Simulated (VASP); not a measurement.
Runs of VASP 6.6.1 on Hg. The structure is that of space group R-3m (No. 166), or close to it. The cells are those of the table. 

```tsv
task	cell	k mesh for the DOS	occupations for the DOS	gap on the mesh (eV)	pressure (GPa)
electric field gradients	a = 2.997 Å, angles 70.5°, 1 atom	-	-	none	(a)
single point	a = 3.036 Å, angles 70.5°, 1 atom	-	-	none	-2.6
electric field gradients	a = 3.007 Å, angles 70.5°, 1 atom	-	-	none	-1.5
electric field gradients	a = 2.936 Å, angles 70.5°, 1 atom	-	-	none	2.6
single point	a = 3.007 Å, angles 70.5°, 1 atom	-	-	none	-1.5
single point	a = 2.977 Å, angles 70.5°, 1 atom	-	-	none	-0.1
electric field gradients	a = 3.056 Å, angles 70.5°, 1 atom	-	-	none	-3.2
single point	a = 2.936 Å, angles 70.5°, 1 atom	-	-	none	2.6
electric field gradients	a = 2.977 Å, angles 70.5°, 1 atom	-	-	none	-0.1
electric field gradients	a = 3.036 Å, angles 70.5°, 1 atom	-	-	none	-2.6
```

Alike in all rows: level LDA; potentials or basis VASP PAW LDA potentials, release 64 (Hg); no spin polarisation; k mesh 12 × 12 × 12; cutoff (eV) 520; smearing fermi-dirac 0.03 eV.

Estimate the missing entries.

(a) -1.1.

Caveats: spin-orbit coupling is left out, which moves the levels of the heavy elements.

A k mesh can miss the band edges, and the runs leave out spin-orbit coupling on Hg.

A gap of «none» marks levels without a gap at the run's occupations.
